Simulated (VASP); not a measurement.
# PbSe (Pm-3m) in VASP: notebook, part 2 of 2

VASP 6.6.1. Earlier steps stand in the parts before.

### Step 4. Single point, PBEsol

INCAR

```
SYSTEM = PbSe
PREC = Accurate
ENCUT = 520
EDIFF = 1E-6
ISMEAR = 1
SIGMA = 0.1
LREAL = .False.
LASPH = .True.
NELM = 100
ALGO = Normal
ISIF = 2
LWAVE = .False.
LCHARG = .False.
GGA = PS
NBANDS = 17
```

KPOINTS

```
Automatic mesh
0
Gamma
  10 10 10
  0 0 0
```

POSCAR

```
PbSe
1.0
    3.7843220000      0.0000000000      0.0000000000
    0.0000000000      3.7843220000      0.0000000000
    0.0000000000      0.0000000000      3.7843220000
Pb Se
1 1
Direct
    0.0000000000      0.0000000000      0.0000000000
    0.5000000000      0.5000000000      0.5000000000
```

Potentials or basis: VASP PAW PBE potentials, release 64 (Pb_d, Se).

Started as:

```sh
$ cat potpaw_PBE.64/Pb_d/POTCAR potpaw_PBE.64/Se/POTCAR > POTCAR
$ mpirun -np 1 vasp_std > vasp.out
```

OUTCAR:

```text
SYSTEM = PbSe
   PREC = Accurate
   ENCUT = 520
   EDIFF = 1E-6
   ISMEAR = 1
   LREAL = .False.
   LASPH = .True.
   NELM = 100
   ISIF = 2
   GGA = PS

 ion  position               nearest neighbor table
   1  0.000  0.000  0.000-   2 3.28   2 3.28   2 3.28   2 3.28   2 3.28   2 3.28   2 3.28   2 3.28

   2  0.500  0.500  0.500-   1 3.28   1 3.28   1 3.28   1 3.28   1 3.28   1 3.28   1 3.28   1 3.28

  LATTYP: Found a simple cubic cell.
 ALAT       =     3.7843220000

  Lattice vectors:

 A1 = (   3.7843220000,   0.0000000000,   0.0000000000)
 A2 = (   0.0000000000,   3.7843220000,   0.0000000000)
 A3 = (   0.0000000000,   0.0000000000,   3.7843220000)

Analysis of symmetry for initial positions (statically):
=====================================================================
 Subroutine PRICEL returns:
 Original cell was already a primitive cell.

 Routine SETGRP: Setting up the symmetry group for a
 simple cubic supercell.

 Subroutine GETGRP returns: Found 48 space group operations
 (whereof 48 operations were pure point group operations)
 out of a pool of 48 trial point group operations.

The static configuration has the point symmetry O_h .

Analysis of symmetry for dynamics (positions and initial velocities):
=====================================================================
 Subroutine PRICEL returns:
 Original cell was already a primitive cell.

 Routine SETGRP: Setting up the symmetry group for a
 simple cubic supercell.

 Subroutine GETGRP returns: Found 48 space group operations
 (whereof 48 operations were pure point group operations)
 out of a pool of 48 trial point group operations.

The dynamic configuration has the point symmetry O_h .

 Subroutine INISYM returns: Found 48 space group operations
 (whereof 48 operations are pure point group operations),
 and found     1 'primitive' translations

----------------------------------------------------------------------------------------

                                     Primitive cell

  volume of cell :      54.1956

  direct lattice vectors                    reciprocal lattice vectors
[... 103 lines left out ...]
   EFERMI_NEDOS =   21; number of points for ismear=-14 and -15
   IALGO  =     38    algorithm
   IMIX   =      4    mixing-type and parameters
     AMIX     =   0.40;   BMIX     =  1.00
     AMIX_MAG =   1.60;   BMIX_MAG =  1.00
  volume/ion in A,a.u.               =      27.10       182.87
  Fermi-wavevector in a.u.,A,eV,Ry     =   1.174258  2.219025 18.760817  1.378881
  Thomas-Fermi vector in A             =   2.310658
   LORBIT       =      0    0 simple, 1 ext, 2 COOP (PROOUT), +10 PAW based schemes
   GGA     = PS    functional components
   LHFCALC =     F    Hartree Fock is set to
   AEXX    =    0.0000 exact exchange contribution
   IVDW    =     0    specifies the selected vdW correction
   LEPSILON=     F    determine dielectric tensor
   LRPA    =     F    only Hartree local field effects (RPA)
 non-spin polarized calculation
 Methfessel and Paxton  Order N= 1 SIGMA  =   0.10
  energy-cutoff  :      520.00
  volume of cell :       54.20
 maximum number of plane-waves:      1492
   NGX = 15   NGY = 15   NGZ = 15

 number of electron      20.0000009 magnetization

 Free energy of the ion-electron system (eV)
  ---------------------------------------------------
  ext. energy  EPLUGINS =         0.00000000
  ---------------------------------------------------
  free energy    TOTEN  =        -8.47531454 eV

  energy without entropy =       -8.47487252  energy(sigma->0) =       -8.47516720

 E-fermi :   5.1834     XC(G=0): -10.1216

 val. band max:        5.1684163133   @ k =   0.5000   0.4000   0.0000
 cond. band min:       5.1954357016   @ k =   0.5000   0.5000   0.0000
 fundamental gap:      0.0270193883
 Fermi energy:         5.1834094836

 k-point     1 :       0.0000    0.0000    0.0000
  band No.  band energies     occupation
      1     -11.6647      2.00000
      2     -11.6647      2.00000
      3     -11.5137      2.00000
      4     -11.5137      2.00000
      5     -11.5137      2.00000
      6      -8.0284      2.00000
[... 457 lines left out ...]
      4     -11.5462      2.00000
      5     -11.5191      2.00000
      6      -7.3006      2.00000
[... 9 lines left out ...]
     16      15.4557      0.00000
     17      15.6170      0.00000

 [... further k-points ...]
[... 5 lines left out ...]
  --------------------------------------------------------------------------------------
  -------------------------------------------------------------------------------------
  Total       -1.0621425     -1.0621425     -1.0621425      0.0000000      0.0000000     -0.0000000
  in kB      -31.3999610    -31.3999610    -31.3999610      0.0000000      0.0000000     -0.0000000
  external PRESSURE =     -31.3999610 kB  Pullay stress =       0.0000000 kB

 VOLUME and BASIS-vectors are now :
 -----------------------------------------------------------------------------
  energy-cutoff  :      520.00
  volume of cell :       54.20
      direct lattice vectors                 reciprocal lattice vectors
     3.784322000  0.000000000  0.000000000     0.264248127  0.000000000  0.000000000
     0.000000000  3.784322000  0.000000000     0.000000000  0.264248127  0.000000000
     0.000000000  0.000000000  3.784322000     0.000000000  0.000000000  0.264248127

 POSITION                                       TOTAL-FORCE (eV/Angst)
 -----------------------------------------------------------------------------------
      0.00000      0.00000      0.00000         0.000000      0.000000      0.000000
      1.89216      1.89216      1.89216         0.000000      0.000000      0.000000
 -----------------------------------------------------------------------------------
    total drift:                               -0.000000      0.000000     -0.000000

  FREE ENERGIE OF THE ION-ELECTRON SYSTEM (eV)
  ---------------------------------------------------
  free  energy   TOTEN  =        -8.4753145448 eV

  energy  without entropy=       -8.4748725154  energy(sigma->0) =       -8.47516720
```

OSZICAR:

```text
N       E                     dE             d eps       ncg     rms          rms(c)
DAV:   1     0.153850054431E+03    0.15385E+03   -0.95940E+03  1912   0.122E+03
DAV:   2     0.210213317623E+01   -0.15175E+03   -0.14699E+03  1996   0.309E+02
DAV:   3    -0.864023703373E+01   -0.10742E+02   -0.10436E+02  2544   0.861E+01
DAV:   4    -0.887565392532E+01   -0.23542E+00   -0.23525E+00  2327   0.139E+01
DAV:   5    -0.888359241562E+01   -0.79385E-02   -0.79381E-02  2807   0.252E+00    0.276E+00
DAV:   6    -0.848494583526E+01    0.39865E+00   -0.98164E-01  2894   0.699E+00    0.145E+00
DAV:   7    -0.847825483451E+01    0.66910E-02   -0.85525E-02  2194   0.144E+00    0.824E-01
DAV:   8    -0.847585862430E+01    0.23962E-02   -0.12630E-02  2231   0.102E+00    0.153E-01
DAV:   9    -0.847533606059E+01    0.52256E-03   -0.36851E-03  2713   0.425E-01    0.553E-02
DAV:  10    -0.847531623302E+01    0.19828E-04   -0.35605E-04  2584   0.138E-01    0.191E-02
DAV:  11    -0.847531443315E+01    0.17999E-05   -0.29995E-05  2476   0.353E-02    0.189E-03
DAV:  12    -0.847531454483E+01   -0.11168E-06   -0.14807E-06  1833   0.880E-03
   1 F= -.84753145E+01 E0= -.84751672E+01  d E =-.442029E-03
```

It took 25 s on 1 thread of Intel Xeon Platinum 8488C (Sapphire Rapids), shared host; peak memory 0.19 GiB.

Results:

| Item | Value |
| --- | --- |
| Free energy | -8.4753 eV |
| Pressure | -3.1 GPa |
| Band gap on the k mesh | zero (band 10 reaches 5.24 eV, above the bottom of band 11 at 4.53 eV) |

Caveat: the PAW data sets were made with another functional, which shifts forces and pressure a little; spin-orbit coupling is left out, which moves the levels of the heavy elements.

### Step 5. The runs side by side

| k mesh | gap on the mesh (eV) | pressure (GPa) |
| --- | --- | --- |
| 6 × 6 × 6 | none | -3.3 |
| 8 × 8 × 8 | none | -3.3 |
| 10 × 10 × 10 | none | -3.1 |

Alike in all rows: task single point; level PBEsol; potentials or basis VASP PAW PBE potentials, release 64 (Pb_d, Se); no spin polarisation; cell as given; cutoff (eV) 520; smearing methfessel-paxton 0.1 eV.

Every run on the cell as given and a fine mesh finds a metal.

Caveats: the PAW data sets were made with another functional, which shifts forces and pressure a little; spin-orbit coupling is left out, which moves the levels of the heavy elements.

Absolute energies hang on the potentials; compare differences alone.
